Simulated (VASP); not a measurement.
Input of a VASP 6.6.1 run:

The input INCAR:

```
SYSTEM = SnSe2
PREC     = Accurate       ! precision mode
ENCUT    = 520            ! plane-wave cutoff, eV
EDIFF    = 1E-7           ! SCF threshold, eV
ISMEAR   = 0              ! smearing method
SIGMA    = 0.03           ! smearing width, eV
LREAL    = .False.        ! projectors in reciprocal space
LASPH    = .True.         ! aspherical terms in the spheres
NELM     = 60             ! most SCF steps
ALGO     = Normal         ! electronic algorithm
ISIF     = 2              ! what is computed and relaxed
LWAVE    = .False.        ! write WAVECAR
LCHARG   = .False.        ! write CHGCAR
GGA      = PE             ! functional
IVDW     = 12             ! dispersion correction
NBANDS   = 35             ! bands
```

The input KPOINTS:

```
Automatic mesh
0
Gamma
  8 4 4
  0 0 0
```

Contents of POSCAR:

```
SnSe2
1.0
   -3.8396843756      0.0007693209     -0.0065713036
   -0.0102901154     -0.0022907265     -6.0072415307
    0.0013325029     -6.6499835746     -0.0025337581
Sn Se
2 4
Direct
    0.5001950229      0.0002634160      0.5000427788
   -0.0000778122     -0.0002519069     -0.0000584742
    0.5007672799      0.7347064422      0.1669416759
    0.0012263774      0.7347426870      0.6666577100
   -0.0011701182      0.2653483146      0.3330982832
    0.4990592503      0.2651910470      0.8333180264
```

Potentials or basis: VASP PAW PBE potentials, release 64 (Sn_d, Se).

The run is started by

```sh
$ cat potpaw_PBE.64/Sn_d/POTCAR potpaw_PBE.64/Se/POTCAR > POTCAR
$ mpirun -np 1 vasp_std > vasp.out
```

Problem. Predict the dispersion energy per atom.

Solution. -0.364 eV.

Problem. Predict the band gap on the k mesh.

Solution. 0.53 eV.

Problem. What does it give for the largest force?

Solution. 0.022 eV/Å.

Problem. Estimate the pressure.

Solution. 0.1 GPa.

Forces on the atoms (eV/Å):
```
Sn   0.004  0.002  0.003
Sn   0.000 -0.003 -0.002
Se  -0.003  0.000  0.020
Se   0.001 -0.002  0.019
Se  -0.003  0.002 -0.018
Se   0.001  0.001 -0.022
```

Caveat: semilocal functionals underestimate gaps, and a narrow one can read as zero; spin-orbit coupling is left out, which moves the levels of the heavy elements. A k mesh can miss the band edges.
